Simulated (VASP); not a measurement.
The system is Rh.

```
Rh
1.0
     2.47000    0.00000    0.00000
     0.00000    2.47000    0.00000
     0.00000    0.00000    2.47000
Rh
1
Cartesian
  0.0000 0.0000 0.0000
```

- Program: VASP 6.6.1
- Task: relaxation of cell and atoms
- Functional: PBEsol
- Potentials or basis: VASP PAW PBE potentials, release 64 (Rh_pv)
- Cutoff: 600 eV
- k mesh: 19 × 19 × 19
- Occupations: gaussian, width 0.05 eV
- Spin: no spin polarisation

At the start: pressure 8.1 GPa; volume 15.07 Å³/atom.

Task: Where does the relaxation end?

Result: Over 3 steps the energy falls by 12.8 meV/atom and the volume is 15.61 Å³/atom (+3.6 %); space group Pm-3m (No. 221, to 0.05 Å).

Step by step:
```
step  energy change (eV)  largest force (eV/Å)  pressure (GPa)  volume (Å³)
   1              0.0000                0.0000            8.06        15.07
   2              0.0394                0.0000          -13.20        16.78
   3             -0.0128                0.0000           -0.17        15.61
```

Final structure:
```
CELL_PARAMETERS angstrom
2.49938 0.00000 0.00000
0.00000 2.49938 0.00000
0.00000 0.00000 2.49938
ATOMIC_POSITIONS crystal
Rh 0.00000 0.00000 0.00000
```

Caveat: the PAW data sets were made with another functional, which shifts forces and pressure a little.
